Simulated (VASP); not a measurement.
# Er3RuC (P6_3/mmc) in VASP: a series of runs, part 2 of 2

VASP 6.6.1. Earlier steps stand in the parts before.

## (3) Single point, PBE

This run uses another cell than the first one, of 19.94 Å³/atom.

INCAR

```
PREC = Accurate
ENCUT = 600
EDIFF = 1E-6
ISMEAR = 0
SIGMA = 0.1
LREAL = F
LASPH = T
NELM = 200
ALGO = Normal
ISIF = 2
LWAVE = F
LCHARG = F
GGA = PE
NBANDS = 56
GGA_COMPAT = F
LMAXMIX = 6
```

KPOINTS

```
Automatic mesh
0
Gamma
  3 3 4
```

POSCAR

```
Er3RuC
1.0
    6.7857054307      0.0000000000      0.0000000000
   -3.3928527153      5.8765932855      0.0000000000
    0.0000000000      0.0000000000      4.9991566083
Er Ru C
6 2 2
Direct
    0.1726873331      0.3453746662      0.2500000000
    0.8273126669      0.1726873331      0.7500000000
    0.6546253338      0.8273126669      0.2500000000
    0.8273126669      0.6546253338      0.7500000000
    0.1726873331      0.8273126669      0.2500000000
    0.3453746662      0.1726873331      0.7500000000
    0.3333333333      0.6666666667      0.7500000000
    0.6666666667      0.3333333333      0.2500000000
    0.0000000000      0.0000000000      0.0000000000
    0.0000000000      0.0000000000      0.5000000000
```

Potentials or basis: VASP PAW PBE potentials, release 64 (Er_3, Ru_pv, C), 4f in core.

Run with:

```
> cat potpaw_PBE.64/Er_3/POTCAR potpaw_PBE.64/Ru_pv/POTCAR potpaw_PBE.64/C/POTCAR > POTCAR
> mpirun -np 1 vasp_std > vasp.out
```

It took 2.7 min on 1 thread of Intel Xeon Platinum 8559C (Emerald Rapids), shared host; peak memory 0.38 GiB.

Results (log left out):

| Quantity | Value |
| --- | --- |
| Free energy | -64.6155 eV |
| Pressure | 0.9 GPa |
| Largest force | 0.080 eV/Å |
| Band gap on the k mesh | zero (bands 45 and 46 overlap by 0.96 eV) |

Forces on the atoms (eV/Å):
```
Er   0.000  0.080  0.000
Er  -0.069  0.040  0.000
Er  -0.069 -0.040  0.000
Er   0.000 -0.080  0.000
Er   0.069 -0.040  0.000
Er   0.069  0.040  0.000
Ru   0.000  0.000  0.000
Ru   0.000  0.000  0.000
C    0.000  0.000  0.000
C    0.000  0.000  0.000
```

Stress tensor (GPa, compression positive):
```
0.88 0.00 0.00
0.00 0.88 0.00
0.00 0.00 1.09
```

Levels at points of the mesh, in eV from the Fermi level:
```
           k point  band 42  band 43  band 44  band 45  band 46  band 47  band 48  band 49
(0.00, 0.00, 0.00)    -0.59    -0.59     0.02     0.02     0.84     1.08     1.32     1.32
(0.00, 0.00, 0.50)    -0.91    -0.91    -0.91     0.34     0.34     1.08     1.08     1.08
```

Caveat: spin-orbit coupling is left out, which moves the levels of the heavy elements; the 4f electrons are frozen in the core, so they carry no moment and show no levels. Spin polarisation is off, so any magnetic state and its effect on volume and gap are missing.

## (4) Relaxation of cell and atoms, PBE

INCAR

```
SYSTEM = Er3RuC
ALGO = Normal
EDIFF = 1E-7
EDIFFG = -0.04
ENCUT = 600
GGA = PE
GGA_COMPAT = .False.
IBRION = 2
ISIF = 3
ISMEAR = 0
LASPH = .True.
LCHARG = .False.
LMAXMIX = 6
LREAL = .False.
LWAVE = .False.
NELM = 200
NELMIN = 4
NSW = 90
PREC = Accurate
SIGMA = 0.1
```

KPOINTS

```
k-points
0
Gamma
  3 3 4
  0 0 0
```

POSCAR

```
Er3RuC
1.0
    6.3330592600      0.0000000000      0.0000000000
   -3.1665296300      5.4845902000      0.0000000000
    0.0000000000      0.0000000000      5.3687382700
Er Ru C
6 2 2
Direct
    0.1665999900      0.3331999800      0.2500000000
    0.8334000100      0.1665999900      0.7500000000
    0.6668000200      0.8334000100      0.2500000000
    0.8334000100      0.6668000200      0.7500000000
    0.1665999900      0.8334000100      0.2500000000
    0.3331999800      0.1665999900      0.7500000000
    0.3333333300      0.6666666700      0.7500000000
    0.6666666700      0.3333333300      0.2500000000
    0.0000000000      0.0000000000      0.0000000000
    0.0000000000      0.0000000000      0.5000000000
```

Run with:

```
> cat potpaw_PBE.64/Er_3/POTCAR potpaw_PBE.64/Ru_pv/POTCAR potpaw_PBE.64/C/POTCAR > POTCAR
> mpirun -np 1 vasp_std > vasp.out
```

It took 39 min on 1 thread of Intel Xeon Platinum 8559C (Emerald Rapids), shared host; peak memory 0.5 GiB.

Results (log left out):

| Property | Result |
| --- | --- |
| Free energy | -64.6176 eV |
| Relaxed volume | 20.14 Å³/atom |
| Relaxed cell | a = 6.800 Å, b = 6.800 Å, c = 5.031 Å, α = 90.00°, β = 90.00°, γ = 120.00° |
| Space group after relaxing (to 0.1 Å) | P6_3/mmc (No. 194) |
| Energy gained by relaxing | 85.7 meV/atom |
| Ionic steps | 21 |
| Pressure after relaxing | 0.0 GPa |
| Largest force after relaxing | 0.027 eV/Å |
| Band gap on the k mesh | zero (bands 45 and 46 overlap by 0.92 eV) |

Forces in eV/Å, atoms in the order of the input:
```
Er   0.000  0.027  0.000
Er  -0.024  0.014  0.000
Er  -0.024 -0.014  0.000
Er   0.000 -0.027  0.000
Er   0.024 -0.014  0.000
Er   0.024  0.014  0.000
Ru   0.000  0.000  0.000
Ru   0.000  0.000  0.000
C    0.000  0.000  0.000
C    0.000  0.000  0.000
```

Stress tensor (GPa, compression positive):
```
 0.05  0.00  0.00
 0.00  0.05  0.00
 0.00  0.00 -0.03
```

The path:
```csv
step,energy change (eV),largest force (eV/Å),pressure (GPa),volume (Å³)
1,0.0000,1.1934,10.97,186.48
2,0.0537,1.4454,-7.67,223.12
3,-0.6194,0.3025,0.23,203.17
4,-0.6196,0.2769,0.41,202.83
5,-0.6792,0.0385,-0.14,205.18
6,-0.6957,0.1204,-0.50,206.74
7,-0.6971,0.1816,-0.64,207.33
8,-0.7217,0.2688,-0.06,205.58
9,-0.7439,0.4711,1.11,202.43
10,-0.7344,0.8034,3.78,195.91
11,-0.7490,0.5981,1.79,200.70
12,-0.7569,0.5937,1.78,200.58
13,-0.7820,0.5617,1.72,200.21
14,-0.8248,0.4149,1.57,199.44
15,-0.8143,0.0183,1.39,197.75
16,-0.8396,0.2456,1.46,198.74
17,-0.8475,0.2003,1.05,199.58
18,-0.8554,0.0772,-0.06,201.89
19,-0.8555,0.0907,0.06,201.63
20,-0.8560,0.0749,0.05,201.58
21,-0.8570,0.0272,0.03,201.42
```

Final structure:
```
Er Ru C
1.0
     6.79953    0.00000    0.00000
    -3.39977    5.88857    0.00000
     0.00000    0.00000    5.03060
Er Ru C
6 2 2
Direct
  0.17253 0.34507 0.25000
  0.82747 0.17253 0.75000
  0.65493 0.82747 0.25000
  0.82747 0.65493 0.75000
  0.17253 0.82747 0.25000
  0.34507 0.17253 0.75000
  0.33333 0.66667 0.75000
  0.66667 0.33333 0.25000
  0.00000 0.00000 0.00000
  0.00000 0.00000 0.50000
```

Levels at points of the mesh, in eV from the Fermi level:
```tsv
k point	band 41	band 42	band 43	band 44	band 45	band 46	band 47	band 48	band 49	band 50
(0.00, 0.00, 0.00)	-0.79	-0.59	-0.59	0.02	0.02	0.80	1.03	1.32	1.32	1.86
(0.00, 0.00, 0.50)	-0.90	-0.90	-0.90	-0.90	0.31	0.31	1.08	1.08	1.08	1.08
```

Caveat: the k points lie up to 0.36 Å⁻¹ apart in the final cell, too coarse for converged energies and pressures of a metal; spin-orbit coupling is left out, which moves the levels of the heavy elements; the 4f electrons are frozen in the core, so they carry no moment and show no levels.

## (5) Single point, PBE

This run uses another cell than the first one, of 20.05 Å³/atom.

INCAR

```
PREC = Accurate
ENCUT = 600
EDIFF = 1E-6
ISMEAR = 0
SIGMA = 0.1
LREAL = False
LASPH = True
NELM = 200
ALGO = Normal
ISIF = 2
LWAVE = False
LCHARG = False
GGA = PE
NBANDS = 56
GGA_COMPAT = False
LMAXMIX = 6
```

KPOINTS

```
regular mesh
0
Gamma
  6 6 8
```

POSCAR

```
Er3RuC
1.0
    6.7316015151      0.0000000000      0.0000000000
   -3.3658007575      5.8297379202      0.0000000000
    0.0000000000      0.0000000000      5.1083531566
Er Ru C
6 2 2
Direct
    0.1712645213      0.3425290427      0.2500000000
    0.8287354787      0.1712645213      0.7500000000
    0.6574709573      0.8287354787      0.2500000000
    0.8287354787      0.6574709573      0.7500000000
    0.1712645213      0.8287354787      0.2500000000
    0.3425290427      0.1712645213      0.7500000000
    0.3333333333      0.6666666667      0.7500000000
    0.6666666667      0.3333333333      0.2500000000
    0.0000000000      0.0000000000      0.0000000000
    0.0000000000      0.0000000000      0.5000000000
```

Run with:

```
> cat potpaw_PBE.64/Er_3/POTCAR potpaw_PBE.64/Ru_pv/POTCAR potpaw_PBE.64/C/POTCAR > POTCAR
> mpirun -np 1 vasp_std > vasp.out
```

Run time: 9.3 min. Hardware: 1 thread of Intel Xeon Platinum 8559C (Emerald Rapids), shared host; peak memory 0.6 GiB.

Results (log left out):

- Free energy: -64.5119 eV
- Pressure: 0.8 GPa
- Largest force: 0.091 eV/Å
- Band gap on the k mesh: zero (bands 45 and 46 overlap by 0.87 eV)

Forces on the atoms (eV/Å):
```
Er   0.000  0.091  0.000
Er  -0.079  0.046  0.000
Er  -0.079 -0.046  0.000
Er   0.000 -0.091  0.000
Er   0.079 -0.046  0.000
Er   0.079  0.046  0.000
Ru   0.000  0.000  0.000
Ru   0.000  0.000  0.000
C    0.000  0.000  0.000
C    0.000  0.000  0.000
```

Stress tensor (GPa, compression positive):
```
0.83 0.00 0.00
0.00 0.83 0.00
0.00 0.00 0.74
```

Levels at points of the mesh, in eV from the Fermi level:
```tsv
k point	band 43	band 44	band 45	band 46	band 47	band 48
(0.00, 0.00, 0.00)	-0.62	0.10	0.10	0.70	0.79	1.31
(0.50, 0.00, 0.00)	-0.74	-0.64	0.19	0.22	0.75	0.82
(0.00, 0.00, 0.50)	-0.92	-0.92	0.33	0.33	1.11	1.11
(0.50, 0.00, 0.50)	-0.55	-0.55	-0.28	-0.28	0.41	0.41
```

Caveat: spin-orbit coupling is left out, which moves the levels of the heavy elements; the 4f electrons are frozen in the core, so they carry no moment and show no levels.

## (6) Overview

```tsv
task	cell	k mesh	gap on the mesh (eV)	pressure (GPa)	largest force (eV/Å)
single point	a = 6.333, b = 6.333, c = 5.369 Å, angles 90.0, 90.0, 120.0°, 10 atoms, atomic positions A	3 × 3 × 4	none	11.0	1.19
single point	a = 6.786, b = 6.786, c = 4.999 Å, angles 90.0, 90.0, 120.0°, 10 atoms, atomic positions B	3 × 3 × 4	none	0.9	0.08
relaxation of cell and atoms	relaxed from a = 6.333, b = 6.333, c = 5.369 Å, angles 90.0, 90.0, 120.0°, 10 atoms, atomic positions A	3 × 3 × 4	none	0.0	0.03
single point	a = 6.732, b = 6.732, c = 5.108 Å, angles 90.0, 90.0, 120.0°, 10 atoms, atomic positions C	6 × 6 × 8	none	0.8	0.09
```

Alike in all rows: level PBE; potentials or basis VASP PAW PBE potentials, release 64 (Er_3, Ru_pv, C), 4f in core; no spin polarisation; cutoff (eV) 600; smearing gaussian 0.1 eV.

Caveats: some runs use coarse meshes; spin-orbit coupling is left out, which moves the levels of the heavy elements; the 4f electrons are frozen in the core, so they carry no moment and show no levels; forces of over 1 eV/Å act on the atoms, so gaps and moduli don't describe the material at rest (at least some runs).

Absolute energies hang on the potentials; compare differences alone.
